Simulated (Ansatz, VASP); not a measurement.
BN: VASP beside Ansatz

```
B N
1.0
     2.50556    0.00000    0.00000
    -1.25278    2.16987    0.00000
     0.00000    0.00000    6.65288
B N
2 2
Direct
  0.33333 0.66667 0.25000
  0.66667 0.33333 0.75000
  0.33333 0.66667 0.75000
  0.66667 0.33333 0.25000
```

Alike in both runs: task single point; functional PBE; k mesh 6 × 6 × 2; occupations gaussian, width 0.05 eV; no spin polarisation.

|  | VASP | Ansatz |
| --- | --- | --- |
| version | VASP 6.6.1 | Ansatz 0.2.0 |
| potentials or method | VASP PAW PBE potentials, release 64 (B, N), cutoff 520 eV | scalar-relativistic, plane waves, PAW |
| valence electrons in the cell | 16 | 16 |

Ansatz gave:

| Item | Value |
| --- | --- |
| gap on the k mesh at the Fermi level (eV) | 4.28 |
| least direct gap on the mesh (eV) | 4.64 |
| pressure (GPa) | 2.9 |
| traceless stress, the component that is largest in VASP (GPa) | 0.06 |

Problem. What did VASP give for the same quantities?

Solution. gap on the k mesh at the Fermi level (eV): 4.28; least direct gap on the mesh (eV): 4.64; pressure (GPa): 3.0; traceless stress, the component that is largest in VASP (GPa): -0.16.

The k mesh is coarse, so the values compare programs but aren't converged.
